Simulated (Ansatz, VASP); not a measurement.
**Two plane-wave programs on LiMg2Sn2**

```xyz
5
Lattice="4.7400 0.0000 0.0000 -2.3700 4.1049 0.0000 0.0000 0.0000 6.4488" Properties=species:S:1:pos:R:3 pbc="T T T"
Mg    0.0000    2.7366    4.1727
Mg    2.3700    1.3683    2.2761
Sn    0.0000    2.7366    1.1228
Sn    2.3700    1.3683    5.3260
Li    0.0000    0.0000    0.0000
```

Alike in both runs: functional PBE; k mesh 5 × 5 × 3; no spin polarisation.

Ansatz relaxed the structure, and its values are those at the end. VASP's run is a single point on that final structure, the one shown.

|  | VASP | Ansatz |
| --- | --- | --- |
| version | VASP 6.6.1 | Ansatz 0.2.0 |
| potentials or method | VASP PAW PBE potentials, release 64 (Mg, Sn_d, Li_sv), cutoff 520 eV | PAW plane waves |
| occupations | fermi-dirac, width 0.1 eV | fermi-dirac |
| valence electrons in the cell | 35 | 51 |

Ansatz gave:

```
gap on the k mesh at the Fermi level (eV) : none
rms of the force components (eV/Å)        : 0.001
```

What did VASP give for the same quantities?

gap on the k mesh at the Fermi level (eV): none; rms of the force components (eV/Å): 0.003.

A gap of «none» marks a metal or a gap that the smearing closes. VASP's potentials hold 35 valence electrons a cell and Ansatz's 51, so a difference there can come from the potentials and not from the codes. Ansatz's warnings: structure snapped to symmetry.

Noted on VASP's run: the cutoff is short for stress, so the pressure is rough.
